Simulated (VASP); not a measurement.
A run of VASP 6.6.1:

File POSCAR:

```
ZnO
1.0
    5.5131264369      0.0000000000      0.0000000000
    0.0000000000      5.5131264369      0.0000000000
    0.0000000000      0.0000000000      3.2487916803
Zn O
4 4
Direct
    0.1817941311      0.1817941311      0.5000000000
    0.8182058689      0.8182058689      0.5000000000
    0.6817941311      0.3182058689      0.0000000000
    0.3182058689      0.6817941311      0.0000000000
    0.8174782617      0.1825217383      0.5000000000
    0.1825217383      0.8174782617      0.5000000000
    0.6825217383      0.6825217383      0.0000000000
    0.3174782617      0.3174782617      0.0000000000
```

File INCAR.step1:

```
PREC = Accurate
ENCUT = 520
ISMEAR = 0
SIGMA = 0.01
LREAL = False
LASPH = True
NELM = 60
NBANDS = 46
GGA = PE
ALGO = Normal
EDIFF = 1E-4
LWAVE = True
LCHARG = False
```

INCAR.step2

```
PREC = Accurate
ENCUT = 520
EDIFF = 1E-6
ISMEAR = 0
SIGMA = 0.01
LREAL = False
LASPH = True
NELM = 60
ALGO = Normal
ISIF = 2
LWAVE = False
LCHARG = False
METAGGA = R2SCAN
LMIXTAU = True
NBANDS = 46
ISTART = 1
```

File KPOINTS:

```
regular mesh
0
Gamma
  6 6 8
```

Potentials or basis: VASP PAW PBE potentials, release 64 (Zn, O).

Launch:

```sh
$ cat potpaw_PBE.64/Zn/POTCAR potpaw_PBE.64/O/POTCAR > POTCAR
$ cp INCAR.step1 INCAR
$ mpirun -np 1 vasp_std > vasp.out
$ cp INCAR.step2 INCAR
$ mpirun -np 1 vasp_std > vasp.out
```

Hardware: 1 thread of Intel(R) Xeon(R) 6975P-C (Granite Rapids) (shared host).

Estimate the wall time of this run.

Wall time 4.8 min on 1 thread of Intel(R) Xeon(R) 6975P-C (Granite Rapids) (shared host), peak memory 0.32 GiB. Counts: k points 50.
